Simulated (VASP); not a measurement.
Runs of VASP 6.6.1 on CuAu3. The structure is that of space group P4/mmm (No. 123), or close to it. The cells are those of the table. 

```csv
cell,further INCAR settings,gap on the mesh (eV),pressure (GPa)
"a = 4.213, b = 3.915, c = 3.915 Å, 4 atoms",ALGO = Fast; EDIFF = 1e-06; NBANDS = 30,none,-4.2
"a = 3.736, b = 3.736, c = 4.117 Å, 4 atoms",ALGO = Fast; EDIFF = 1e-07; NBANDS = 30,none,20.3
"a = 3.815, b = 3.815, c = 4.070 Å, 4 atoms",ALGO = Fast; EDIFF = 1e-07; NBANDS = 30,none,(a)
"a = 3.736, b = 3.736, c = 4.331 Å, 4 atoms",ALGO = Fast; EDIFF = 1e-06; NBANDS = 30,none,9.5
```

Alike in all rows: task single point; level PBEsol; potentials or basis VASP PAW PBE potentials, release 64 (Cu, Au); no spin polarisation; k mesh 14 × 14 × 14; cutoff (eV) 520; smearing gaussian 0.1 eV.

Q: Estimate the missing entries.

A: (a) 11.6.

Caveats: the PAW data sets were made with another functional, which shifts forces and pressure a little; spin-orbit coupling is left out, which moves the levels of the heavy elements; the cell stands under pressure (at least some runs); the cell stands under tension (at least some runs).

A k mesh can miss the band edges, and the runs leave out spin-orbit coupling on Au.

A gap of «none» marks levels without a gap at the run's occupations.
